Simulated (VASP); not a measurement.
Crystal: As.

```
As
1.0
     4.67325    0.00000    0.00000
    -2.33662    4.04715    0.00000
     0.00000    0.00000    2.72126
As
2
Direct
  0.66667 0.33333 0.50000
  0.33333 0.66667 0.50000
```

```yaml
Program: VASP 6.6.1
Task: relaxation of cell and atoms
Functional: PBE
Potentials_or_basis: VASP PAW PBE potentials, release 64 (As)
Cutoff: 600 eV
k_mesh: 12 × 12 × 20
Occupations: gaussian, width 0.1 eV
Spin: no spin polarisation
```

At the start: pressure -0.6 GPa; volume 25.73 Å³/atom.

Task: How do energy, volume and symmetry change on relaxing?

Result: Over 7 steps the energy falls by 23.0 meV/atom and the volume is 25.61 Å³/atom (-0.5 %); space group P6/mmm (No. 191, to 0.05 Å).

Step by step:
```tsv
step	energy change (eV)	largest force (eV/Å)	pressure (GPa)	volume (Å³)
1	0.0000	0.0000	-0.63	51.47
2	-0.0441	0.0000	0.42	50.67
3	-0.0446	0.0000	0.58	50.59
4	-0.0446	0.0000	0.62	50.56
5	-0.0460	0.0000	-0.06	51.27
6	-0.0460	0.0000	-0.03	51.23
7	-0.0460	0.0000	0.00	51.22
```

Final structure:
```
As
1.0
     4.57070    0.00000    0.00000
    -2.28535    3.95835    0.00000
     0.00000    0.00000    2.83117
As
2
Direct
  0.66667 0.33333 0.50000
  0.33333 0.66667 0.50000
```
